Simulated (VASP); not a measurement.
Set up this calculation in VASP 6.6.1, as the native input.

| Quantity | Value |
| --- | --- |
| Task | single point |
| Functional | PBE |
| Potentials or basis | VASP PAW PBE potentials, release 64 (Pt, H) |
| Cutoff | 520 eV |
| k mesh | 6 × 6 × 1 |
| Occupations | gaussian, width 0.1 eV |
| Spin | no spin polarisation |
| Dipole correction | yes |
| Further INCAR settings | ALGO = Normal; EDIFF = 1e-06; NBANDS = 74 |

The structure of HPt6 lies in POSCAR:

```
HPt6
1.0
    5.6145835605      0.0000000000      0.0000000000
   -2.8072917802      4.8623719950      0.0000000000
    0.0000000000      0.0000000000     22.6197373747
Pt H
12 2
Direct
    0.3333333333      0.1666666667      0.1768367127
    0.3333333333      0.6666666667      0.1768367127
    0.8333333333      0.1666666667      0.1768367127
    0.8333333333      0.6666666667      0.1768367127
    0.1666666667      0.3333333333      0.2789580515
    0.1666666667      0.8333333333      0.2789580515
    0.6666666667      0.3333333333      0.2789580515
    0.6666666667      0.8333333333      0.2789580515
    0.0000000000      0.0000000000      0.3810715055
    0.0000000000      0.5000000000      0.3810715055
    0.5000000000      0.0000000000      0.3810715055
    0.5000000000      0.5000000000      0.3810715055
    0.2165800971      0.4331601942      0.4292595097
    0.2834199029      0.5668398058      0.4292595097
```

One way to write it, as run:

INCAR

```
SYSTEM = HPt6
  PREC = Accurate
  ENCUT = 520
  EDIFF = 1E-6
  ISMEAR = 0
  SIGMA = 0.1
  LREAL = .FALSE.
  LASPH = .TRUE.
  NELM = 60
  ALGO = Normal
  ISIF = 2
  LWAVE = .FALSE.
  LCHARG = .FALSE.
  LDIPOL = .TRUE.
  IDIPOL = 3
  DIPOL = 0.5 0.5 0.300
  GGA = PE
  NBANDS = 74
```

KPOINTS

```
Automatic mesh
0
G
  6 6 1
  0 0 0
```

Potentials or basis: VASP PAW PBE potentials, release 64 (Pt, H).

Launch:

```console
$ cat potpaw_PBE.64/Pt/POTCAR potpaw_PBE.64/H/POTCAR > POTCAR
$ mpirun -np 1 vasp_std > vasp.out
```

It gave:

| Property | Result |
| --- | --- |
| Largest force | 9.331 eV/Å |
| Band gap on the k mesh | zero (bands 61 and 62 overlap by 0.69 eV) |

Caveat: spin-orbit coupling is left out, which moves the levels of the heavy elements.

Run time: 38 min on 1 thread of Intel(R) Xeon(R) Platinum 8259CL CPU @ 2.50GHz (Skylake/Cascade Lake), with other jobs on the host, peak memory 0.89 GiB.
